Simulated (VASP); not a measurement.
# In4P5 in VASP: notebook

Runs on In4P5. Level: PBEsol. Tasks: single point.

Everything below comes from runs of VASP 6.6.1. Logs are shortened: lines on timing, memory, paths and dates and some standing lists are left out, and cuts for length are marked.

**1. The cell of the first run**

The cell holds a slab with vacuum, 9 atoms: a = 3.860 Å, b = 3.860 Å, c = 27.607 Å, α = 90.00°, β = 90.00°, γ = 120.00°.

**2. Single point, PBEsol**

The input, INCAR:

```
ALGO = Normal
DIPOL = 0.5 0.5 0.500
EDIFF = 1E-7
ENCUT = 520
GGA = PS
IDIPOL = 3
ISIF = 2
ISMEAR = 0
LASPH = T
LCHARG = F
LDIPOL = T
LREAL = F
LWAVE = F
NBANDS = 48
NELM = 60
PREC = Accurate
SIGMA = 0.1
```

The input, KPOINTS:

```
k-points
0
Gamma
  9 9 1
```

The input, POSCAR:

```
In4P5
1.0
    3.8601905803      0.0000000000      0.0000000000
   -1.9300952902      3.3430231060      0.0000000000
    0.0000000000      0.0000000000     27.6073296423
P In
5 4
Direct
    0.3333333333      0.6666666667      0.2716669847
    0.0000000000      0.0000000000      0.3858334924
    0.6666666667      0.3333333333      0.5000000000
    0.3333333333      0.6666666667      0.6141665076
    0.0000000000      0.0000000000      0.7283330153
    0.6666666667      0.3333333333      0.3287502385
    0.3333333333      0.6666666667      0.4429167462
    0.0000000000      0.0000000000      0.5570832538
    0.6666666667      0.3333333333      0.6712497615
```

Potentials or basis: VASP PAW PBE potentials, release 64 (P, In_d).

Command:

```
cat potpaw_PBE.64/P/POTCAR potpaw_PBE.64/In_d/POTCAR > POTCAR
mpirun -np 1 vasp_std > vasp.out
```

OUTCAR:

```text
EDIFF = 1E-7
   ENCUT = 520
   GGA = PS
   ISIF = 2
   ISMEAR = 0
   LASPH = T
   LREAL = F
   NELM = 60
   PREC = Accurate

 ion  position               nearest neighbor table
   1  0.333  0.667  0.272-   6 2.73   6 2.73   6 2.73
   2  0.000  0.000  0.386-   7 2.73   7 2.73   7 2.73   6 2.73   6 2.73   6 2.73
   3  0.667  0.333  0.500-   7 2.73   7 2.73   8 2.73   8 2.73   8 2.73   7 2.73
   4  0.333  0.667  0.614-   8 2.73   8 2.73   8 2.73   9 2.73   9 2.73   9 2.73
   5  0.000  0.000  0.728-   9 2.73   9 2.73   9 2.73
   6  0.667  0.333  0.329-   1 2.73   1 2.73   1 2.73   2 2.73   2 2.73   2 2.73   7 3.86   7 3.86
                             7 3.86
   7  0.333  0.667  0.443-   3 2.73   3 2.73   2 2.73   2 2.73   2 2.73   3 2.73   8 3.86   8 3.86
                             8 3.86   6 3.86   6 3.86   6 3.86
   8  0.000  0.000  0.557-   4 2.73   3 2.73   4 2.73   3 2.73   4 2.73   3 2.73   7 3.86   7 3.86
                             7 3.86   9 3.86   9 3.86   9 3.86
   9  0.667  0.333  0.671-   5 2.73   5 2.73   5 2.73   4 2.73   4 2.73   4 2.73   8 3.86   8 3.86
                             8 3.86

  LATTYP: Found a hexagonal cell.
 ALAT       =     3.8601905803
 C/A-ratio  =     7.1518048314

  Lattice vectors:

 A1 = (   3.8601905803,   0.0000000000,   0.0000000000)
 A2 = (  -1.9300952902,   3.3430231060,   0.0000000000)
 A3 = (   0.0000000000,   0.0000000000,  27.6073296423)

Analysis of symmetry for initial positions (statically):
=====================================================================
 Subroutine PRICEL returns:
 Original cell was already a primitive cell.

 Routine SETGRP: Setting up the symmetry group for a
 hexagonal supercell.

 Subroutine GETGRP returns: Found 12 space group operations
 (whereof  6 operations were pure point group operations)
 out of a pool of 24 trial point group operations.

The static configuration has the point symmetry C_3v.
 The point group associated with its full space group is D_3d.

Analysis of symmetry for dynamics (positions and initial velocities):
=====================================================================
 Subroutine PRICEL returns:
 Original cell was already a primitive cell.

 Routine SETGRP: Setting up the symmetry group for a
 hexagonal supercell.

 Subroutine GETGRP returns: Found 12 space group operations
 (whereof  6 operations were pure point group operations)
 out of a pool of 24 trial point group operations.

The dynamic configuration has the point symmetry C_3v.
 The point group associated with its full space group is D_3d.

 Subroutine INISYM returns: Found 12 space group operations
 (whereof  6 operations are pure point group operations),
 and found     1 'primitive' translations

----------------------------------------------------------------------------------------

                                     Primitive cell

  volume of cell :     356.2645

  direct lattice vectors                    reciprocal lattice vectors
     3.860190580  0.000000000  0.000000000     0.259054567  0.149565224  0.000000000
    -1.930095290  3.343023106  0.000000000     0.000000000  0.299130448  0.000000000
     0.000000000  0.000000000 27.607329642     0.000000000  0.000000000  0.036222265

  length of vectors
     3.860190580  3.860190580 27.607329642     0.299130448  0.299130448  0.036222265

  position of ions in fractional coordinates (direct lattice)
     0.333333333  0.666666667  0.271666985
     0.000000000  0.000000000  0.385833492
     0.666666667  0.333333333  0.500000000
     0.333333333  0.666666667  0.614166508
     0.000000000  0.000000000  0.728333015
     0.666666667  0.333333333  0.328750238
     0.333333333  0.666666667  0.442916746
     0.000000000  0.000000000  0.557083254
     0.666666667  0.333333333  0.671249762

  ion indices of the primitive-cell ions
   primitive index   ion index
                 1           1
                 2           2
                 3           3
                 4           4
                 5           5
                 6           6
                 7           7
                 8           8
                 9           9

----------------------------------------------------------------------------------------

 KPOINTS: k-points

Automatic generation of k-mesh.
 Grid dimensions read from file:
 generate k-points for:    9    9    1

 Generating k-lattice:

  Cartesian coordinates                     Fractional coordinates (reciprocal lattice)
     0.028783841  0.016618358  0.000000000     0.111111111  0.000000000  0.000000000
     0.000000000  0.033236716  0.000000000     0.000000000  0.111111111  0.000000000
     0.000000000  0.000000000  0.036222265     0.000000000  0.000000000  1.000000000

  Length of vectors
     0.033236716  0.033236716  0.036222265

  Shift w.r.t. Gamma in fractional coordinates (k-lattice)
     0.000000000  0.000000000  0.000000000

 Subroutine IBZKPT returns following result:
 ===========================================

 Found     12 irreducible k-points:

 Following reciprocal coordinates:
            Coordinates               Weight
  0.000000  0.000000  0.000000      1.000000
  0.111111  0.000000  0.000000      6.000000
  0.222222  0.000000  0.000000      6.000000
  0.333333  0.000000  0.000000      6.000000
  0.444444  0.000000  0.000000      6.000000
  0.111111  0.111111  0.000000      6.000000
  0.222222  0.111111  0.000000     12.000000
  0.333333  0.111111  0.000000     12.000000
  0.444444  0.111111  0.000000      6.000000
  0.222222  0.222222  0.000000      6.000000
  0.333333  0.222222  0.000000     12.000000
  0.333333  0.333333  0.000000      2.000000
   k-points           NKPTS =     12   k-points in BZ     NKDIM =     12   number of bands    NBANDS=     48
   number of dos      NEDOS =    301   number of ions     NIONS =      9
   total plane-waves  NPLWV = 189000
   dimension x,y,z NGX =    30 NGY =   30 NGZ =  210
   dimension x,y,z NGXF=    60 NGYF=   60 NGZF=  420
   ions per type =               5   4
   NGX,Y,Z   is equivalent  to a cutoff of  12.92, 12.92, 12.65 a.u.
   NGXF,Y,Z  is equivalent  to a cutoff of  25.84, 25.84, 25.29 a.u.
 SYSTEM =  unknown system
   PREC   = accura    normal or accurate (medium, high low for compatibility)
   ISTART =      0    job   : 0-new  1-cont  2-samecut
   ICHARG =      2    charge: 1-file 2-atom 10-const
   ISPIN  =      1    spin polarized calculation?
   LNONCOLLINEAR =      F non collinear calculations
   LSORBIT =      F    spin-orbit coupling
   LASPH  =      T    aspherical Exc in radial PAW
   ENCUT  =  520.0 eV  38.22 Ry    6.18 a.u.   7.18  7.18 51.33*2*pi/ulx,y,z
   NELM   =     60;   NELMIN=  2; NELMDL= -5     # of ELM steps
   EDIFF  = 0.1E-06   stopping-criterion for ELM
   LREAL  =      F    real-space projection
   EDIFFG = 0.1E-05   stopping-criterion for IOM
   NSW    =      0    number of steps for IOM
   IBRION =     -1    ionic relax: 0-MD 1-quasi-New 2-CG
   NFREE  =      0    steps in history (QN), initial steepest desc. (CG)
   ISIF   =      2    stress and relaxation
   ISYM   =      2    0-nonsym 1-usesym 2-fastsym
   POTIM  = 0.5000    time-step for ionic-motion
   TEBEG  =    0.0;   TEEND  =   0.0 temperature during run
   PSTRESS=    0.0 pullay stress
   NELECT =      77.0000    total number of electrons
   NUPDOWN=      -1.0000    fix difference up-down
   EMIN   =  10.00;   EMAX   =-10.00  energy-range for DOS
   EFERMI =   0.00;   METHOD = LEGACY
   ISMEAR =     0;   SIGMA  =   0.10  broadening in eV -4-tet -1-fermi 0-gaus
   EFERMI_NEDOS =   21; number of points for ismear=-14 and -15
   IALGO  =     38    algorithm
   IMIX   =      4    mixing-type and parameters
     AMIX     =   0.40;   BMIX     =  1.00
     AMIX_MAG =   1.60;   BMIX_MAG =  1.00
  volume/ion in A,a.u.               =      39.58       267.13
  Fermi-wavevector in a.u.,A,eV,Ry     =   0.982459  1.856577 13.132680  0.965225
  Thomas-Fermi vector in A             =   2.113543
   LORBIT       =      0    0 simple, 1 ext, 2 COOP (PROOUT), +10 PAW based schemes
   GGA     = PS    functional components
   LHFCALC =     F    Hartree Fock is set to
   AEXX    =    0.0000 exact exchange contribution
   IVDW    =     0    specifies the selected vdW correction
   LEPSILON=     F    determine dielectric tensor
   LRPA    =     F    only Hartree local field effects (RPA)
 non-spin polarized calculation
 Gauss-broadening in eV      SIGMA  =   0.10
  energy-cutoff  :      520.00
  volume of cell :      356.26
 maximum number of plane-waves:      9651
 NGX is ok and might be reduce to    30
   NGX = 15   NGY = 15   NGZ =103

 number of electron      77.0000042 magnetization

 dipolmoment           0.000000      0.000000     -0.000000 electrons x Angstroem

 Free energy of the ion-electron system (eV)
  ---------------------------------------------------
  ext. energy  EPLUGINS =         0.00000000
  ---------------------------------------------------
  free energy    TOTEN  =       -37.89883546 eV

  energy without entropy =      -37.86642367  energy(sigma->0) =      -37.88262956

 E-fermi :   0.8288     XC(G=0):  -6.1289

 val. band max:        0.8260302986   @ k =   0.1111   0.1111   0.0000
 cond. band min:       0.8385381705   @ k =   0.2222   0.1111   0.0000
 fundamental gap:      0.0125078720
 Fermi energy:         0.8287908895

 k-point     1 :       0.0000    0.0000    0.0000
  band No.  band energies     occupation
      1     -13.4595      2.00000
      2     -13.4595      2.00000
      3     -13.4221      2.00000
      4     -13.4221      2.00000
      5     -13.3921      2.00000
      6     -13.3828      2.00000
[... 40 lines left out ...]
     47       4.6844      0.00000
     48       5.5007      0.00000

 k-point     2 :       0.1111    0.0000    0.0000
  band No.  band energies     occupation
      1     -13.4902      2.00000
      2     -13.4512      2.00000
      3     -13.4405      2.00000
      4     -13.4165      2.00000
      5     -13.3868      2.00000
      6     -13.3773      2.00000
[... 40 lines left out ...]
     47       5.0129      0.00000
     48       5.6044      0.00000

 k-point     3 :       0.2222    0.0000    0.0000
  band No.  band energies     occupation
      1     -13.5724      2.00000
      2     -13.4897      2.00000
      3     -13.4396      2.00000
      4     -13.4048      2.00000
      5     -13.3938      2.00000
      6     -13.3635      2.00000
[... 40 lines left out ...]
     47       5.7778      0.00000
     48       5.8589      0.00000

 k-point     4 :       0.3333    0.0000    0.0000
  band No.  band energies     occupation
      1     -13.6642      2.00000
      2     -13.5471      2.00000
      3     -13.4423      2.00000
      4     -13.4102      2.00000
      5     -13.3910      2.00000
      6     -13.3759      2.00000
[... 346 lines left out ...]
     47       5.8279      0.00000
     48       6.0453      0.00000

 k-point    11 :       0.3333    0.2222    0.0000
  band No.  band energies     occupation
      1     -13.6649      2.00000
      2     -13.5743      2.00000
      3     -13.5278      2.00000
      4     -13.4150      2.00000
      5     -13.3835      2.00000
      6     -13.3609      2.00000
[... 40 lines left out ...]
     47       5.8178      0.00000
     48       6.1458      0.00000

 k-point    12 :       0.3333    0.3333    0.0000
  band No.  band energies     occupation
      1     -13.6321      2.00000
      2     -13.5738      2.00000
      3     -13.5738      2.00000
      4     -13.4215      2.00000
      5     -13.3544      2.00000
      6     -13.3544      2.00000
[... 40 lines left out ...]
     47       6.2158      0.00000
     48       6.8264      0.00000

------------------------ aborting loop because EDIFF is reached ----------------------------------------

 vacuum level on the upper side and lower side of the slab       (xc-potential included)        -0.370        -0.370

  FORCE on cell =-STRESS in cart. coord.  units (eV):
  Direction    XX          YY          ZZ          XY          YZ          ZX
  --------------------------------------------------------------------------------------
  -------------------------------------------------------------------------------------
  Total       -4.3766443     -4.3766443     -1.2558706      0.0000000      0.0000000      0.0000000
  in kB      -19.6824568    -19.6824568     -5.6478476      0.0000000      0.0000000      0.0000000
  external PRESSURE =     -15.0042537 kB  Pullay stress =       0.0000000 kB

 VOLUME and BASIS-vectors are now :
 -----------------------------------------------------------------------------
  energy-cutoff  :      520.00
  volume of cell :      356.26
      direct lattice vectors                 reciprocal lattice vectors
     3.860190580  0.000000000  0.000000000     0.259054567  0.149565224  0.000000000
    -1.930095290  3.343023106  0.000000000     0.000000000  0.299130448  0.000000000
     0.000000000  0.000000000 27.607329642     0.000000000  0.000000000  0.036222265

 POSITION                                       TOTAL-FORCE (eV/Angst)
 -----------------------------------------------------------------------------------
     -0.00000      2.22868      7.50000         0.000000     -0.000000      0.596012
      0.00000      0.00000     10.65183         0.000000     -0.000000      0.187849
      1.93010      1.11434     13.80366         0.000000     -0.000000      0.000000
     -0.00000      2.22868     16.95550        -0.000000      0.000000     -0.187849
      0.00000      0.00000     20.10733        -0.000000     -0.000000     -0.596012
      1.93010      1.11434      9.07592        -0.000000     -0.000000     -0.827923
     -0.00000      2.22868     12.22775        -0.000000      0.000000      0.100770
      0.00000      0.00000     15.37958         0.000000     -0.000000     -0.100770
      1.93010      1.11434     18.53141         0.000000      0.000000      0.827923
 -----------------------------------------------------------------------------------
    total drift:                               -0.000000      0.000000      0.000000

  FREE ENERGIE OF THE ION-ELECTRON SYSTEM (eV)
  ---------------------------------------------------
  free  energy   TOTEN  =       -37.8988354551 eV

  energy  without entropy=      -37.8664236685  energy(sigma->0) =      -37.88262956

 vacuum level on the upper side and lower side of the slab         6.338         6.338
```

Wall time 16 min (1 thread of AMD EPYC 7R13, shared host); peak memory 0.5 GiB.

What came out:

```
Free energy   : -37.8988 eV
Largest force : 0.828 eV/Å
```

Forces in eV/Å, atoms in the order of the input:
```
P    0.000  0.000  0.596
P    0.000  0.000  0.188
P    0.000  0.000  0.000
P    0.000  0.000 -0.188
P    0.000  0.000 -0.596
In   0.000  0.000 -0.828
In   0.000  0.000  0.101
In   0.000  0.000 -0.101
In   0.000  0.000  0.828
```

Caveat: the PAW data sets were made with another functional, which shifts forces and pressure a little; spin-orbit coupling is left out, which moves the levels of the heavy elements.

**3. Single point, PBEsol**

The input, INCAR:

```
PREC     = Accurate       # precision mode
ENCUT    = 520            # plane-wave cutoff, eV
EDIFF    = 1E-6           # SCF threshold, eV
ISMEAR   = 0              # smearing method
SIGMA    = 0.1            # smearing width, eV
LREAL    = F              # projectors in reciprocal space
LASPH    = T              # aspherical terms in the spheres
NELM     = 60             # most SCF steps
ALGO     = Normal         # electronic algorithm
ISIF     = 2              # what is computed and relaxed
LWAVE    = F              # write WAVECAR
LCHARG   = F              # write CHGCAR
LDIPOL   = T            
IDIPOL   = 3            
DIPOL    = 0.5 0.5 0.500
GGA      = PS             # functional
NBANDS   = 48             # bands
```

The input, KPOINTS:

```
Automatic mesh
0
Gamma
  9 9 1
```

The input, POSCAR:

```
In4P5
1.0
    3.8601905803      0.0000000000      0.0000000000
   -1.9300952902      3.3430231060      0.0000000000
    0.0000000000      0.0000000000     27.6073296423
P In
5 4
Direct
    0.3333333333      0.6666666667      0.2777046153
    0.0000000000      0.0000000000      0.3881970380
    0.6666666667      0.3333333333      0.5000000015
    0.3333333333      0.6666666667      0.6118029640
    0.0000000000      0.0000000000      0.7222953823
    0.6666666667      0.3333333333      0.3240886336
    0.3333333333      0.6666666667      0.4423053329
    0.0000000000      0.0000000000      0.5576946708
    0.6666666667      0.3333333333      0.6759113617
```

Potentials or basis: VASP PAW PBE potentials, release 64 (P, In_d).

Command:

```
cat potpaw_PBE.64/P/POTCAR potpaw_PBE.64/In_d/POTCAR > POTCAR
mpirun -np 1 vasp_std > vasp.out
```

Run time: 15 min. Hardware: 1 thread of AMD EPYC 7R13, shared host; peak memory 0.49 GiB.

The run converged. Its results:

```yaml
Free_energy: -38.1113 eV
Largest_force: 0.016 eV/Å
```

Forces in eV/Å, atoms in the order of the input:
```
P    0.000  0.000  0.006
P    0.000  0.000  0.005
P    0.000  0.000  0.000
P    0.000  0.000 -0.005
P    0.000  0.000 -0.006
In   0.000  0.000 -0.016
In   0.000  0.000  0.004
In   0.000  0.000 -0.004
In   0.000  0.000  0.016
```

Levels at points of the mesh, in eV from the Fermi level:
| k point | band 37 | band 38 | band 39 | band 40 | band 41 | band 42 |
| --- | --- | --- | --- | --- | --- | --- |
| (0.00, 0.00, 0.00) | 0.65 | 0.65 | 0.66 | 0.66 | 2.02 | 2.67 |

Caveat: the PAW data sets were made with another functional, which shifts forces and pressure a little; spin-orbit coupling is left out, which moves the levels of the heavy elements.
